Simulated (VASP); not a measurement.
# GaP (pbe) (F-43m) in VASP: further runs

The runs below take GaP (pbe) through single point, with PBE.

Everything below comes from runs of VASP 6.6.1. Logs are shortened: lines on timing, memory, paths and dates and some standing lists are left out, and cuts for length are marked.

## Step 1: The cell of the first run

Symmetry: F-43m, No. 216, cubic system. Conventional cell: a = 5.506 Å, b = 5.506 Å, c = 5.506 Å, α = 90.00°, β = 90.00°, γ = 90.00°. Within 3.1 Å of Ga (site symmetry -43m) lie 4 P at 2.38 Å. Within 3.1 Å of P (site symmetry -43m) lie 4 Ga at 2.38 Å.

## Step 2: Single point, PBE

File INCAR:

```
SYSTEM = GaP
PREC     = Accurate       ! precision mode
ENCUT    = 500            ! plane-wave cutoff, eV
EDIFF    = 1E-6           ! SCF threshold, eV
ISMEAR   = 0              ! smearing method
SIGMA    = 0.01           ! smearing width, eV
LREAL    = .FALSE.        ! projectors in reciprocal space
LASPH    = .TRUE.         ! aspherical terms in the spheres
NELM     = 120            ! most SCF steps
ALGO     = Normal         ! electronic algorithm
ISIF     = 2              ! what is computed and relaxed
LWAVE    = .FALSE.        ! write WAVECAR
LCHARG   = .FALSE.        ! write CHGCAR
GGA      = PE             ! functional
NBANDS   = 16             ! bands
GGA_COMPAT= .FALSE.
```

File KPOINTS:

```
Automatic mesh
0
G
  8 8 8
  0 0 0
```

File POSCAR:

```
GaP
1.0
    0.0000000000      2.7529819224      2.7529819224
    2.7529819224      0.0000000000      2.7529819224
    2.7529819224      2.7529819224      0.0000000000
Ga P
1 1
Direct
    0.0000000000      0.0000000000      0.0000000000
    0.2500000000      0.2500000000      0.2500000000
```

Potentials or basis: VASP PAW PBE potentials, release 64 (Ga_d, P).

On the command line:

```console
$ cat potpaw_PBE.64/Ga_d/POTCAR potpaw_PBE.64/P/POTCAR > POTCAR
$ mpirun -np 1 vasp_std > vasp.out
```

OUTCAR:

```text
SYSTEM = GaP
   PREC = Accurate
   ENCUT = 500
   EDIFF = 1E-6
   ISMEAR = 0
   LREAL = .FALSE.
   LASPH = .TRUE.
   NELM = 120
   ISIF = 2
   GGA = PE

 ion  position               nearest neighbor table
   1  0.000  0.000  0.000-   2 2.38   2 2.38   2 2.38   2 2.38
   2  0.250  0.250  0.250-   1 2.38   1 2.38   1 2.38   1 2.38

  LATTYP: Found a face centered cubic cell.
 ALAT       =     5.5059638448

  Lattice vectors:

 A1 = (   0.0000000000,   2.7529819224,   2.7529819224)
 A2 = (   2.7529819224,   0.0000000000,   2.7529819224)
 A3 = (   2.7529819224,   2.7529819224,   0.0000000000)

Analysis of symmetry for initial positions (statically):
=====================================================================
 Subroutine PRICEL returns:
 Original cell was already a primitive cell.

 Routine SETGRP: Setting up the symmetry group for a
 face centered cubic supercell.

 Subroutine GETGRP returns: Found 24 space group operations
 (whereof 24 operations were pure point group operations)
 out of a pool of 48 trial point group operations.

The static configuration has the point symmetry T_d .

Analysis of symmetry for dynamics (positions and initial velocities):
=====================================================================
 Subroutine PRICEL returns:
 Original cell was already a primitive cell.

 Routine SETGRP: Setting up the symmetry group for a
 face centered cubic supercell.

 Subroutine GETGRP returns: Found 24 space group operations
 (whereof 24 operations were pure point group operations)
 out of a pool of 48 trial point group operations.

The dynamic configuration has the point symmetry T_d .

 Subroutine INISYM returns: Found 24 space group operations
 (whereof 24 operations are pure point group operations),
 and found     1 'primitive' translations

----------------------------------------------------------------------------------------

                                     Primitive cell

  volume of cell :      41.7292

  direct lattice vectors                    reciprocal lattice vectors
     0.000000000  2.752981922  2.752981922    -0.181621243  0.181621243  0.181621243
     2.752981922  0.000000000  2.752981922     0.181621243 -0.181621243  0.181621243
     2.752981922  2.752981922  0.000000000     0.181621243  0.181621243 -0.181621243

  length of vectors
     3.893304372  3.893304372  3.893304372     0.314577221  0.314577221  0.314577221

  position of ions in fractional coordinates (direct lattice)
     0.000000000  0.000000000  0.000000000
     0.250000000  0.250000000  0.250000000

  ion indices of the primitive-cell ions
   primitive index   ion index
                 1           1
                 2           2

----------------------------------------------------------------------------------------

 KPOINTS: Automatic mesh

Automatic generation of k-mesh.
 Grid dimensions read from file:
 generate k-points for:    8    8    8

 Generating k-lattice:

  Cartesian coordinates                     Fractional coordinates (reciprocal lattice)
    -0.022702655  0.022702655  0.022702655     0.125000000  0.000000000  0.000000000
     0.022702655 -0.022702655  0.022702655     0.000000000  0.125000000  0.000000000
     0.022702655  0.022702655 -0.022702655     0.000000000  0.000000000  0.125000000

  Length of vectors
     0.039322153  0.039322153  0.039322153

  Shift w.r.t. Gamma in fractional coordinates (k-lattice)
     0.000000000  0.000000000  0.000000000

 Subroutine IBZKPT returns following result:
 ===========================================

 Found     29 irreducible k-points:

 Following reciprocal coordinates:
            Coordinates               Weight
  0.000000  0.000000  0.000000      1.000000
  0.125000  0.000000  0.000000      8.000000
  0.250000  0.000000  0.000000      8.000000
  0.375000  0.000000  0.000000      8.000000
  0.500000  0.000000  0.000000      4.000000
  0.125000  0.125000  0.000000      6.000000
[... 16 lines left out ...]
  0.500000  0.250000  0.125000     48.000000
 -0.375000  0.250000  0.125000     24.000000
 [... further k-points ...]
   k-points           NKPTS =     29   k-points in BZ     NKDIM =     29   number of bands    NBANDS=     16
   number of dos      NEDOS =    301   number of ions     NIONS =      2
   total plane-waves  NPLWV =  21952
   dimension x,y,z NGX =    28 NGY =   28 NGZ =   28
   dimension x,y,z NGXF=    56 NGYF=   56 NGZF=   56
   ions per type =               1   1
   NGX,Y,Z   is equivalent  to a cutoff of  11.96, 11.96, 11.96 a.u.
   NGXF,Y,Z  is equivalent  to a cutoff of  23.91, 23.91, 23.91 a.u.
 SYSTEM =  GaP
   PREC   = accura    normal or accurate (medium, high low for compatibility)
   ISTART =      0    job   : 0-new  1-cont  2-samecut
   ICHARG =      2    charge: 1-file 2-atom 10-const
   ISPIN  =      1    spin polarized calculation?
   LNONCOLLINEAR =      F non collinear calculations
   LSORBIT =      F    spin-orbit coupling
   LASPH  =      T    aspherical Exc in radial PAW
   ENCUT  =  500.0 eV  36.75 Ry    6.06 a.u.   7.10  7.10  7.10*2*pi/ulx,y,z
   NELM   =    120;   NELMIN=  2; NELMDL= -5     # of ELM steps
   EDIFF  = 0.1E-05   stopping-criterion for ELM
   LREAL  =      F    real-space projection
   EDIFFG = 0.1E-04   stopping-criterion for IOM
   NSW    =      0    number of steps for IOM
   IBRION =     -1    ionic relax: 0-MD 1-quasi-New 2-CG
   NFREE  =      0    steps in history (QN), initial steepest desc. (CG)
   ISIF   =      2    stress and relaxation
   ISYM   =      2    0-nonsym 1-usesym 2-fastsym
   POTIM  = 0.5000    time-step for ionic-motion
   TEBEG  =    0.0;   TEEND  =   0.0 temperature during run
   PSTRESS=    0.0 pullay stress
   NELECT =      18.0000    total number of electrons
   NUPDOWN=      -1.0000    fix difference up-down
   EMIN   =  10.00;   EMAX   =-10.00  energy-range for DOS
   EFERMI =   0.00;   METHOD = LEGACY
   ISMEAR =     0;   SIGMA  =   0.01  broadening in eV -4-tet -1-fermi 0-gaus
   EFERMI_NEDOS =   21; number of points for ismear=-14 and -15
   IALGO  =     38    algorithm
   IMIX   =      4    mixing-type and parameters
     AMIX     =   0.40;   BMIX     =  1.00
     AMIX_MAG =   1.60;   BMIX_MAG =  1.00
  volume/ion in A,a.u.               =      20.86       140.80
  Fermi-wavevector in a.u.,A,eV,Ry     =   1.236950  2.337497 20.817546  1.530046
  Thomas-Fermi vector in A             =   2.371538
   LORBIT       =      0    0 simple, 1 ext, 2 COOP (PROOUT), +10 PAW based schemes
   GGA     = PE    functional components
   LHFCALC =     F    Hartree Fock is set to
   AEXX    =    0.0000 exact exchange contribution
   IVDW    =     0    specifies the selected vdW correction
   LEPSILON=     F    determine dielectric tensor
   LRPA    =     F    only Hartree local field effects (RPA)
 non-spin polarized calculation
 Gauss-broadening in eV      SIGMA  =   0.01
  energy-cutoff  :      500.00
  volume of cell :       41.73
 maximum number of plane-waves:      1068
   NGX = 15   NGY = 15   NGZ = 15

 number of electron      18.0000009 magnetization

 Free energy of the ion-electron system (eV)
  ---------------------------------------------------
  ext. energy  EPLUGINS =         0.00000000
  ---------------------------------------------------
  free energy    TOTEN  =        -9.12545989 eV

  energy without entropy =       -9.12545989  energy(sigma->0) =       -9.12545989

 E-fermi :   4.4132     XC(G=0):  -9.6953

 val. band max:        4.3472251219   @ k =   0.0000   0.0000   0.0000
 cond. band min:       5.9232712302   @ k =   0.0000   0.0000   0.0000
 fundamental gap:      1.5760461083
 Fermi energy:         4.4131866163

 k-point     1 :       0.0000    0.0000    0.0000
  band No.  band energies     occupation
      1     -10.1558      2.00000
      2     -10.1558      2.00000
      3     -10.1558      2.00000
      4     -10.0651      2.00000
      5     -10.0651      2.00000
      6      -7.9203      2.00000
[... 8 lines left out ...]
     15      14.0922      0.00000
     16      14.0922      0.00000

 k-point     2 :       0.1250    0.0000    0.0000
  band No.  band energies     occupation
      1     -10.1676      2.00000
      2     -10.1516      2.00000
      3     -10.1516      2.00000
      4     -10.0651      2.00000
      5     -10.0651      2.00000
      6      -7.7259      2.00000
[... 8 lines left out ...]
     15      13.4865      0.00000
     16      13.9053      0.00000

 k-point     3 :       0.2500    0.0000    0.0000
  band No.  band energies     occupation
      1     -10.1940      2.00000
      2     -10.1425      2.00000
      3     -10.1425      2.00000
      4     -10.0639      2.00000
      5     -10.0639      2.00000
      6      -7.1757      2.00000
[... 8 lines left out ...]
     15      13.3025      0.00000
     16      14.1925      0.00000

 k-point     4 :       0.3750    0.0000    0.0000
  band No.  band energies     occupation
      1     -10.2181      2.00000
      2     -10.1355      2.00000
      3     -10.1355      2.00000
      4     -10.0605      2.00000
      5     -10.0605      2.00000
      6      -6.4129      2.00000
[... 8 lines left out ...]
     15      14.4578      0.00000
     16      14.4578      0.00000

 k-point     5 :       0.5000    0.0000    0.0000
  band No.  band energies     occupation
      1     -10.2277      2.00000
      2     -10.1333      2.00000
      3     -10.1333      2.00000
      4     -10.0584      2.00000
      5     -10.0584      2.00000
      6      -5.9524      2.00000
[... 8 lines left out ...]
     15      15.9359      0.00000
     16      15.9359      0.00000

 k-point     6 :       0.1250    0.1250    0.0000
  band No.  band energies     occupation
      1     -10.1755      2.00000
      2     -10.1475      2.00000
      3     -10.1475      2.00000
      4     -10.0687      2.00000
      5     -10.0622      2.00000
      6      -7.6613      2.00000
[... 8 lines left out ...]
     15      14.2590      0.00000
     16      14.3334      0.00000

 k-point     7 :       0.2500    0.1250    0.0000
  band No.  band energies     occupation
      1     -10.1964      2.00000
      2     -10.1398      2.00000
      3     -10.1380      2.00000
      4     -10.0714      2.00000
      5     -10.0595      2.00000
      6      -7.2281      2.00000
[... 8 lines left out ...]
     15      14.3289      0.00000
     16      15.3416      0.00000

 k-point     8 :       0.3750    0.1250    0.0000
  band No.  band energies     occupation
      1     -10.2176      2.00000
      2     -10.1338      2.00000
      3     -10.1301      2.00000
      4     -10.0698      2.00000
      5     -10.0570      2.00000
      6      -6.5180      2.00000
[... 8 lines left out ...]
     15      15.0836      0.00000
     16      15.1565      0.00000

 k-point     9 :       0.5000    0.1250    0.0000
  band No.  band energies     occupation
      1     -10.2291      2.00000
      2     -10.1311      2.00000
      3     -10.1274      2.00000
      4     -10.0645      2.00000
      5     -10.0573      2.00000
      6      -5.8747      2.00000
[... 8 lines left out ...]
     15      15.9373      0.00000
     16      16.1156      0.00000
[... 172 lines left out ...]
 k-point    19 :       0.5000    0.3750    0.0000
  band No.  band energies     occupation
      1     -10.2544      2.00000
      2     -10.1053      2.00000
      3     -10.1014      2.00000
      4     -10.0903      2.00000
      5     -10.0483      2.00000
      6      -5.2951      2.00000
[... 8 lines left out ...]
     15      16.2689      0.00000
     16      17.3583      0.00000

 k-point    20 :      -0.3750    0.3750    0.0000
  band No.  band energies     occupation
      1     -10.2470      2.00000
      2     -10.1142      2.00000
      3     -10.1051      2.00000
      4     -10.0820      2.00000
      5     -10.0539      2.00000
      6      -5.1311      2.00000
[... 8 lines left out ...]
     15      14.6963      0.00000
     16      18.7626      0.00000

 k-point    21 :       0.5000    0.5000    0.0000
  band No.  band energies     occupation
      1     -10.2618      2.00000
      2     -10.0970      2.00000
      3     -10.0970      2.00000
      4     -10.0964      2.00000
      5     -10.0455      2.00000
      6      -5.0938      2.00000
[... 8 lines left out ...]
     15      16.6773      0.00000
     16      17.2118      0.00000

 k-point    22 :       0.3750    0.2500    0.1250
  band No.  band energies     occupation
      1     -10.2152      2.00000
      2     -10.1317      2.00000
      3     -10.1281      2.00000
      4     -10.0745      2.00000
      5     -10.0569      2.00000
      6      -6.7070      2.00000
[... 8 lines left out ...]
     15      15.3489      0.00000
     16      16.5751      0.00000

 k-point    23 :       0.5000    0.2500    0.1250
  band No.  band energies     occupation
      1     -10.2291      2.00000
      2     -10.1283      2.00000
      3     -10.1198      2.00000
      4     -10.0726      2.00000
      5     -10.0569      2.00000
      6      -5.9899      2.00000
[... 8 lines left out ...]
     15      15.7261      0.00000
     16      17.0439      0.00000

 k-point    24 :      -0.3750    0.2500    0.1250
  band No.  band energies     occupation
      1     -10.2342      2.00000
      2     -10.1278      2.00000
      3     -10.1169      2.00000
      4     -10.0694      2.00000
      5     -10.0584      2.00000
      6      -5.5638      2.00000
[... 8 lines left out ...]
     15      16.2404      0.00000
     16      16.6815      0.00000

 [... further k-points ...]
[... 5 lines left out ...]
  --------------------------------------------------------------------------------------
  -------------------------------------------------------------------------------------
  Total       -0.0190322     -0.0190322     -0.0190322      0.0000000      0.0000000      0.0000000
  in kB       -0.7307348     -0.7307348     -0.7307348      0.0000000      0.0000000      0.0000000
  external PRESSURE =      -0.7307348 kB  Pullay stress =       0.0000000 kB

 VOLUME and BASIS-vectors are now :
 -----------------------------------------------------------------------------
  energy-cutoff  :      500.00
  volume of cell :       41.73
      direct lattice vectors                 reciprocal lattice vectors
     0.000000000  2.752981922  2.752981922    -0.181621243  0.181621243  0.181621243
     2.752981922  0.000000000  2.752981922     0.181621243 -0.181621243  0.181621243
     2.752981922  2.752981922  0.000000000     0.181621243  0.181621243 -0.181621243

 POSITION                                       TOTAL-FORCE (eV/Angst)
 -----------------------------------------------------------------------------------
      0.00000      0.00000      0.00000        -0.000000     -0.000000      0.000000
      1.37649      1.37649      1.37649         0.000000      0.000000     -0.000000
 -----------------------------------------------------------------------------------
    total drift:                                0.000001      0.000001      0.000001

  FREE ENERGIE OF THE ION-ELECTRON SYSTEM (eV)
  ---------------------------------------------------
  free  energy   TOTEN  =        -9.1254598905 eV

  energy  without entropy=       -9.1254598905  energy(sigma->0) =       -9.12545989
```

Wall time 12 s (1 thread of Intel Xeon 6975P-C, shared host); peak memory 0.16 GiB.

Results:

* Free energy: -9.1255 eV
* Pressure: -0.1 GPa
* Band gap on the k mesh: 1.58 eV, direct

A k mesh can miss the band edges.

## Step 3: Single point, PBE

File INCAR:

```
PREC = Accurate ; ENCUT = 500
EDIFF = 1E-6 ; ISMEAR = 0
SIGMA = 0.01 ; LREAL = F
LASPH = T ; NELM = 120
ALGO = Normal ; ISIF = 2
LWAVE = F ; LCHARG = F
GGA = PE ; NBANDS = 16
GGA_COMPAT = F
```

File KPOINTS:

```
Automatic mesh
0
Gamma
  8 8 8
```

POSCAR is that of step 2.

Potentials or basis: VASP PAW PBE potentials, release 64 (Ga_d, P).

On the command line:

```console
$ cat potpaw_PBE.64/Ga_d/POTCAR potpaw_PBE.64/P/POTCAR > POTCAR
$ mpirun -np 1 vasp_std > vasp.out
```

Wall time 15 s (1 thread of Intel Xeon 6975P-C, shared host); peak memory 0.16 GiB.

Results (log left out):

* Free energy: -9.1255 eV
* Pressure: -0.1 GPa
* Band gap on the k mesh: 1.58 eV, direct

Levels at points of the mesh, in eV from the valence-band top:
| k point | band 6 | band 7 | band 8 | band 9 | band 10 | band 11 | band 12 | band 13 |
| --- | --- | --- | --- | --- | --- | --- | --- | --- |
| (0.00, 0.00, 0.00) | -12.27 | 0.00 | 0.00 | 0.00 | 1.58 | 3.90 | 3.90 | 3.90 |
| (0.50, 0.00, 0.00) | -10.30 | -6.46 | -1.07 | -1.07 | 1.58 | 4.73 | 4.73 | 8.22 |
| (0.50, 0.50, 0.00) | -9.44 | -6.61 | -2.58 | -2.58 | 1.72 | 1.85 | 10.37 | 10.37 |

A k mesh can miss the band edges. A hybrid or GW would open this gap; PBE tends to underestimate it.
